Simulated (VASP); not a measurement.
TiPd, 2 atoms in the cell. Symmetry: Pm-3m, No. 221, cubic system. The conventional cell has a = 3.180 Å, b = 3.180 Å, c = 3.180 Å, α = 90.00°, β = 90.00°, γ = 90.00°. Within 3.6 Å of Ti (site symmetry m-3m) lie 8 Pd at 2.75 Å and 6 Ti at 3.18 Å. Pd (site symmetry m-3m) has 8 Ti at 2.75 Å and 6 Pd at 3.18 Å within 3.6 Å. 

- Program: VASP 6.6.1
- Task: single point
- Functional: PBEsol
- Potentials or basis: VASP PAW PBE potentials, release 64 (Ti_sv, Pd)
- Cutoff: 520 eV
- k mesh: 10 × 10 × 10
- Occupations: fermi-dirac, width 0.05 eV
- Spin: collinear spin, ferromagnetic start
- Starting moments: [0.75, 0.75] μB
- Fixed moment: 1.5 μB
- Dipole correction: no
- Further INCAR settings: ALGO = Normal; EDIFF = 1e-07; NBANDS = 22

Potentials or basis: VASP PAW PBE potentials, release 64 (Ti_sv, Pd).

Run with:

```bash
$ cat potpaw_PBE.64/Ti_sv/POTCAR potpaw_PBE.64/Pd/POTCAR > POTCAR
$ mpirun -np 1 vasp_std > vasp.out
```

Hardware: 1 thread of AMD EPYC 7R43 64-Core Processor (Zen 3) (shared host).

How long does it take, and how much memory?

It took 89 s on 1 thread of AMD EPYC 7R43 64-Core Processor (Zen 3), on a shared host, peak memory 0.15 GiB. Counts: scf iterations 17, k points 56.
